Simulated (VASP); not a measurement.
The system is BaTiO3.

```
CELL_PARAMETERS angstrom
-4.06047 -4.05001 0.00000
-4.03956 4.05001 0.00000
-0.01046 -0.01044 -4.04999
ATOMIC_POSITIONS crystal
Ba 0.00000 0.00000 0.00000
Ba 0.50000 0.50000 0.00000
Ti 0.51400 0.00000 0.51400
Ti 0.01400 0.50000 0.51400
O 0.99160 0.50000 0.98150
O 0.49160 0.00000 0.98150
O 0.73655 0.24495 0.49160
O 0.23655 0.74495 0.49160
O 0.73655 0.75505 0.49160
O 0.23655 0.25505 0.49160
```

| Quantity | Value |
| --- | --- |
| Program | VASP 6.6.1 |
| Task | relaxation of the atoms |
| Functional | PBE |
| Potentials or basis | VASP PAW PBE potentials, release 64 (Ba_sv, Ti_sv, O) |
| Cutoff | 520 eV |
| k mesh | 3 × 3 × 5 |
| Occupations | gaussian, width 0.0138 eV |
| Spin | collinear spin, zero start |
| Starting moments | [0.0, 0.0, 0.0, 0.0, 0.0, 0.0, 0.0, 0.0, 0.0, 0.0] μB |
| Hubbard terms | Ti d U = 5.62 eV |

At the start: pressure 5.4 GPa; volume 13.29 Å³/atom.

Q: Where does the relaxation end?

A: Over 8 steps the energy falls by 20.6 meV/atom at a fixed cell; space group R3m (No. 160, to 0.1 Å) before, Pm-3m (No. 221, to 0.1 Å); moment 0.00 μB per cell.

The path:
| step | energy change (eV) | largest force (eV/Å) | pressure (GPa) |
| --- | --- | --- | --- |
| 1 | 0.0000 | 1.1829 | 5.40 |
| 2 | -0.1641 | 0.3934 | 2.78 |
| 3 | -0.1787 | 0.2285 | 2.15 |
| 4 | -0.1792 | 0.2022 | 2.20 |
| 5 | -0.1935 | 0.1276 | 2.13 |
| 6 | -0.2006 | 0.1220 | 2.06 |
| 7 | -0.2042 | 0.0615 | 2.01 |
| 8 | -0.2058 | 0.0168 | 1.98 |

Final structure:
```xyz
10
Lattice="-4.0605 -4.0500 0.0000 -4.0396 4.0500 0.0000 -0.0105 -0.0104 -4.0500" Properties=species:S:1:pos:R:3 pbc="T T T"
Ba   -4.0538   -4.0433   -4.0327
Ba   -4.0433    0.0067   -4.0327
Ti   -2.0200   -2.0148   -2.0091
Ti   -6.0700   -2.0148   -2.0091
O    -6.0728   -2.0175   -4.0323
O    -6.0623    2.0325   -4.0323
O    -4.0424   -2.0122   -2.0073
O    -4.0319    2.0378   -2.0073
O    -6.0622    0.0128   -2.0073
O    -2.0122    0.0128   -2.0073
```
